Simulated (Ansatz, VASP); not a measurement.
## Li2Se: VASP beside Ansatz

```
Li Se
1.0
     0.00000    2.94121    2.94121
     2.94121    0.00000    2.94121
     2.94121    2.94121    0.00000
Li Se
2 1
Direct
  0.25000 0.25000 0.25000
  0.75000 0.75000 0.75000
  0.00000 0.00000 0.00000
```

Alike in both runs: task single point; functional PBE; k mesh 8 × 8 × 8; occupations gaussian, width 0.02 eV; no spin polarisation.

|  | VASP | Ansatz |
| --- | --- | --- |
| version | VASP 6.6.1 | Ansatz 0.2.0 |
| potentials or method | VASP PAW PBE potentials, release 64 (Li_sv, Se), cutoff 750 eV | scalar-relativistic, plane waves, PAW |
| valence electrons in the cell | 12 | 22 |

```csv
,VASP,Ansatz,Ansatz less VASP
gap on the k mesh at the Fermi level (eV),2.92,2.93,+0.007
least direct gap on the mesh (eV),3.65,3.65,-0.002
pressure (GPa),2.3,2.4,+0.07
```

VASP's potentials hold 12 valence electrons a cell and Ansatz's 22, so a difference there can come from the potentials and not from the codes.
